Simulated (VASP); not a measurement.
Set up this calculation in VASP 6.6.1, as the native input.

```yaml
Task: single point
Functional: PBE
Potentials_or_basis: VASP PAW PBE potentials, release 64 (Pt)
Cutoff: 520 eV
k_mesh: 14 × 14 × 14
Occupations: fermi-dirac, width 0.05 eV
Spin: no spin polarisation
Dipole_correction: no
Further_INCAR_settings: ALGO = Normal; EDIFF = 1e-07; NBANDS = 17
```

The structure of Pt lies in POSCAR:

```
Pt
1.0
    0.0000000000      2.2129158258      2.2129158258
    2.2129158258      0.0000000000      2.2129158258
    2.2129158258      2.2129158258      0.0000000000
Pt
2
Direct
   -0.1250000000     -0.1250000000     -0.1250000000
    0.1250000000      0.1250000000      0.1250000000
```

This cell differs from its parent crystal: volume scaled by 0.45, partial waves polarizable.

The input as run:

INCAR

```
SYSTEM = Pt
  PREC = Accurate
  ENCUT = 520
  EDIFF = 1E-7
  ISMEAR = -1
  SIGMA = 0.05
  LREAL = .FALSE.
  LASPH = .TRUE.
  NELM = 60
  ALGO = Normal
  ISIF = 2
  LWAVE = .FALSE.
  LCHARG = .TRUE.
  GGA = PE
  LELF = .TRUE.
  LVHAR = .TRUE.
  NBANDS = 17
```

KPOINTS

```
Automatic mesh
0
G
  14 14 14
  0 0 0
```

Potentials or basis: VASP PAW PBE potentials, release 64 (Pt).

Command:

```bash
$ cat potpaw_PBE.64/Pt/POTCAR > POTCAR
$ mpirun -np 1 vasp_std > vasp.out
```

It gave:

- Pressure: 582.7 GPa
- Band gap on the k mesh: zero (band 10 reaches 21.55 eV, above the bottom of band 11 at 19.62 eV)

Caveat: spin-orbit coupling is left out, which moves the levels of the heavy elements.

It took 27 s on 1 thread of Intel(R) Xeon(R) Platinum 8259CL CPU @ 2.50GHz (Skylake/Cascade Lake) (shared host), peak memory 0.16 GiB.
